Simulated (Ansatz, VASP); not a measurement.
# Two plane-wave programs on ZnO

```
Zn O
1.0
     1.43323   -3.52708    0.00000
     1.43323    3.52708    0.00000
     0.00000    0.00000    2.83849
Zn O
1 1
Direct
  0.00000 0.00000 0.00000
  0.50000 0.50000 0.50000
```

Alike in both runs: task relaxation of cell and atoms; functional LDA; k mesh 10 × 10 × 9; occupations fermi-dirac, width 0.05 eV; no spin polarisation.

```csv
,VASP,Ansatz
version,VASP 6.6.1,Ansatz 0.2.0
potentials or method,"VASP PAW LDA potentials, release 64 (Zn, O)",Ansatz PAW
plane-wave cutoff (eV),600,420
valence electrons in the cell,18,18
```

```tsv
	VASP	Ansatz	Ansatz less VASP
gap on the k mesh at the Fermi level, each at its own relaxed structure (eV)	none	none	-
relaxed volume (Å³/atom)	11.20	11.22	+0.012
relaxed length of the cell vector where the two differ most in proportion (Å)	3.188	3.205	+0.0161
```

LDA's correlation is that of Perdew and Zunger in VASP and of Perdew and Wang (1992) in Ansatz. A gap of «none» marks a metal or a gap that the smearing closes.

Noted on VASP's run: the volume moved by over 15 % at a fixed basis, so the end points are rough. Noted on Ansatz's run: the volume moved by over 15 % at a fixed basis, so the end points are rough; the plane-wave basis is chosen anew once the cell has moved, so the energies of steps on either side of that aren't comparable.
